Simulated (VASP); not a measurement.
Write the native input for VASP 6.6.1 that does the following.

* Task: single point
* Functional: PBE
* Potentials or basis: VASP PAW PBE potentials, release 64 (Pt)
* Cutoff: 520 eV
* k mesh: 18 × 18 × 18
* Occupations: fermi-dirac, width 0.05 eV
* Spin: non-collinear spin, zero start, spin-orbit coupling
* Starting moments: [[0.0, 0.0, 0.0]] μB
* Dipole correction: no
* Further INCAR settings: ALGO = Normal; EDIFF = 1e-06; NBANDS = 21

The structure of Pt lies in POSCAR:

```
Pt
1.0
   -1.5823661823      1.5823661823      1.5823661823
    1.5823661823     -1.5823661823      1.5823661823
    1.5823661823      1.5823661823     -1.5823661823
Pt
1
Direct
    0.0000000000      0.0000000000      0.0000000000
```

One way to write it, as run:

INCAR

```
PREC     = Accurate       # precision mode
ENCUT    = 520            # plane-wave cutoff, eV
EDIFF    = 1E-6           # SCF threshold, eV
ISMEAR   = -1             # smearing method
SIGMA    = 0.05           # smearing width, eV
LREAL    = False          # projectors in reciprocal space
LASPH    = True           # aspherical terms in the spheres
NELM     = 150            # most SCF steps
ALGO     = Normal         # electronic algorithm
ISIF     = 2              # what is computed and relaxed
LWAVE    = False          # write WAVECAR
LCHARG   = False          # write CHGCAR
MAGMOM   = 0 0 0          # initial moments
LORBIT   = 11             # projections on sites
LSORBIT  = True           # spin-orbit coupling
GGA_COMPAT= False        
LORBMOM  = True         
LMAXMIX  = 4              # l up to which the mixer works
GGA      = PE             # functional
NBANDS   = 21             # bands
```

KPOINTS

```
regular mesh
0
Gamma
  18 18 18
```

Potentials or basis: VASP PAW PBE potentials, release 64 (Pt).

Run with:

```console
$ cat potpaw_PBE.64/Pt/POTCAR > POTCAR
$ mpirun -np 1 vasp_ncl > vasp.out
```

Results of the run:

```
Pressure                                              : -0.2 GPa
Net moment                                            : 0.00 μB per cell
Valence electrons inside the program's atomic spheres : Pt 9.19
```

Run time: 40 s on 1 thread of Intel(R) Xeon(R) 6975P-C (Granite Rapids), on a shared host, peak memory 0.22 GiB.
